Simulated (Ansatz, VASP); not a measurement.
**Bi: VASP beside Ansatz**

```xyz
1
Lattice="0.0000 2.5063 2.5063 2.5063 0.0000 2.5063 2.5063 2.5063 0.0000" Properties=species:S:1:pos:R:3 pbc="T T T"
Bi    0.0000    0.0000    0.0000
```

Alike in both runs: task relaxation of cell and atoms; functional PBE; k mesh 20 × 20 × 20; occupations gaussian, width 0.1 eV; no spin polarisation.

|  | VASP | Ansatz |
| --- | --- | --- |
| version | VASP 6.6.1 | Ansatz 0.2.0 |
| potentials or method | VASP PAW PBE potentials, release 64 (Bi_d), cutoff 600 eV | scalar-relativistic, plane waves, PAW |
| valence electrons in the cell | 15 | 15 |

|  | VASP | Ansatz | Ansatz less VASP |
| --- | --- | --- | --- |
| gap on the k mesh at the Fermi level, each at its own relaxed structure (eV) | none | none | - |
| relaxed volume (Å³/atom) | 31.74 | 31.76 | +0.022 |
| relaxed cell length with the largest relative difference (Å) | 3.554 | 3.555 | +0.0008 |

A gap of «none» marks a metal or a gap that the smearing closes.

Neither program's run includes spin-orbit coupling.
